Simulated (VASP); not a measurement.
A run of VASP 6.6.1 is set up as follows.

The input INCAR:

```
SYSTEM = Li
PREC = Accurate
ENCUT = 520
EDIFF = 1E-6
ISMEAR = 0
SIGMA = 0.15
LREAL = .False.
LASPH = .True.
NELM = 60
ALGO = Fast
ISIF = 2
LWAVE = .False.
LCHARG = .True.
GGA = PE
LELF = .True.
LVHAR = .True.
NBANDS = 8
```

File KPOINTS:

```
regular mesh
0
Gamma
  22 22 22
  0 0 0
```

The input POSCAR:

```
Li
1.0
   -1.9397884653      1.7550467067      1.7550467067
    1.7550467067     -1.9397884653      1.7550467067
    1.7550467067      1.7550467067     -1.9397884653
Li
1
Direct
    0.0000000000      0.0000000000      0.0000000000
```

Potentials or basis: VASP PAW PBE potentials, release 64 (Li_sv).

Command:

```bash
$ cat potpaw_PBE.64/Li_sv/POTCAR > POTCAR
$ mpirun -np 1 vasp_std > vasp.out
```

**Question.** What does it give for the band gap on the k mesh?

**Answer.** Zero (an odd number of electrons rules out a gap without spin polarisation).
